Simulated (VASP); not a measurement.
Input of a VASP 6.6.1 run:

File INCAR:

```
SYSTEM = Au
PREC     = Accurate       ! precision mode
ENCUT    = 600            ! plane-wave cutoff, eV
EDIFF    = 1E-7           ! SCF threshold, eV
ISMEAR   = 0              ! smearing method
SIGMA    = 0.1            ! smearing width, eV
LREAL    = .FALSE.        ! projectors in reciprocal space
LASPH    = .TRUE.         ! aspherical terms in the spheres
NELM     = 80             ! most SCF steps
ALGO     = Fast           ! electronic algorithm
ISIF     = 4              ! what is computed and relaxed
LWAVE    = .FALSE.        ! write WAVECAR
LCHARG   = .FALSE.        ! write CHGCAR
GGA      = PS             ! functional
IBRION   = 2              ! ionic algorithm
NSW      = 50             ! ionic steps
EDIFFG   = -0.01          ! ionic threshold
```

KPOINTS

```
Automatic mesh
0
G
  16 14 10
  0 0 0
```

Contents of POSCAR:

```
Au
1.0
    2.7884261588     -0.0172529596      0.3441811889
   -0.0278765397      2.7888556908      0.3685249170
   -0.4791475420     -0.5143407836      3.8560899960
Au
2
Direct
    0.2500000000      0.2500000000      0.7500000000
    0.7500000000      0.7500000000      0.2500000000
```

Potentials or basis: VASP PAW PBE potentials, release 64 (Au).

Command:

```bash
$ cat potpaw_PBE.64/Au/POTCAR > POTCAR
$ mpirun -np 1 vasp_std > vasp.out
```

Task: What does it give for the band gap on the k mesh?

Result: Zero (bands 11 and 12 overlap by 8.02 eV).

Final structure:
```
CELL_PARAMETERS angstrom
2.78429 -0.01739 0.34365
-0.02802 2.78682 0.36824
-0.48021 -0.51548 3.86465
ATOMIC_POSITIONS crystal
Au 0.25000 0.25000 0.75000
Au 0.75000 0.75000 0.25000
```

Caveat: spin-orbit coupling is left out, which moves the levels of the heavy elements.
